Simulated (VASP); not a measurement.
**TiSi3O8: single point with r2SCAN**

The system is TiSi3O8.

```
Si O Ti
1.0
     3.05768   -3.00572    0.00000
     3.05768    3.00572    0.00000
     0.00000    0.00000    5.50391
Si O Ti
3 8 1
Cartesian
  3.0577 0.0000 0.0000
  0.0000 0.0000 4.1605
  0.0000 0.0000 1.3434
  1.1895 0.0000 0.0000
  4.9259 0.0000 0.0000
  3.0577 -1.2079 4.2268
  3.0577 1.2079 4.2268
  1.1102 0.0000 2.7520
  5.0051 0.0000 2.7520
  3.0577 -1.2079 1.2771
  3.0577 1.2079 1.2771
  3.0577 0.0000 2.7520
```

* Program: VASP 6.6.1
* Task: single point
* Functional: r2SCAN
* Potentials or basis: VASP PAW PBE potentials, release 64 (Si, O, Ti_sv)
* Cutoff: 520 eV
* k mesh: 6 × 6 × 4
* Occupations: fermi-dirac, width 0.02 eV
* Spin: no spin polarisation
* Dipole correction: no
* Further INCAR settings: ALGO = Normal; EDIFF = 1e-06; NBANDS = 48

```
Pressure               : 0.7 GPa
Largest force          : 0.064 eV/Å
Band gap on the k mesh : 2.25 eV
```

Forces in eV/Å, atoms in the order of the input:
```
Si   0.000  0.000  0.000
Si   0.000  0.000 -0.004
Si   0.000  0.000  0.004
O    0.022  0.000  0.000
O   -0.022  0.000  0.000
O    0.000 -0.053  0.036
O    0.000  0.053  0.036
O   -0.041  0.000  0.000
O    0.041  0.000  0.000
O    0.000 -0.053 -0.036
O    0.000  0.053 -0.036
Ti   0.000  0.000  0.000
```

Stress tensor (GPa, compression positive):
```
0.36 0.00 0.00
0.00 0.44 0.00
0.00 0.00 1.21
```

Levels at points of the mesh, in eV from the valence-band top:
| k point | band 33 | band 34 | band 35 | band 36 | band 37 | band 38 | band 39 | band 40 |
| --- | --- | --- | --- | --- | --- | --- | --- | --- |
| (0.00, 0.00, 0.00) | -1.64 | -0.78 | -0.70 | 0.00 | 2.25 | 3.38 | 3.43 | 5.47 |
| (0.50, 0.00, 0.00) | -1.72 | -1.59 | -1.12 | -0.88 | 2.46 | 3.02 | 3.05 | 6.35 |
| (0.50, 0.50, 0.00) | -1.84 | -1.68 | -1.37 | -1.04 | 2.29 | 3.08 | 3.22 | 5.38 |
| (0.00, 0.00, 0.50) | -1.35 | -1.19 | -1.01 | -0.49 | 2.65 | 3.30 | 3.39 | 5.56 |
| (0.50, 0.00, 0.50) | -1.50 | -1.36 | -1.33 | -0.91 | 2.75 | 3.04 | 3.18 | 5.80 |
| (0.50, 0.50, 0.50) | -1.88 | -1.57 | -1.51 | -1.41 | 2.82 | 2.88 | 3.34 | 5.52 |

Run time: 9.5 min on 1 thread of Oxide Virtual Turin-like Processor, on a shared host, peak memory 0.26 GiB.

Caveat: the PAW data sets were made with another functional, which shifts forces and pressure a little. A k mesh can miss the band edges.
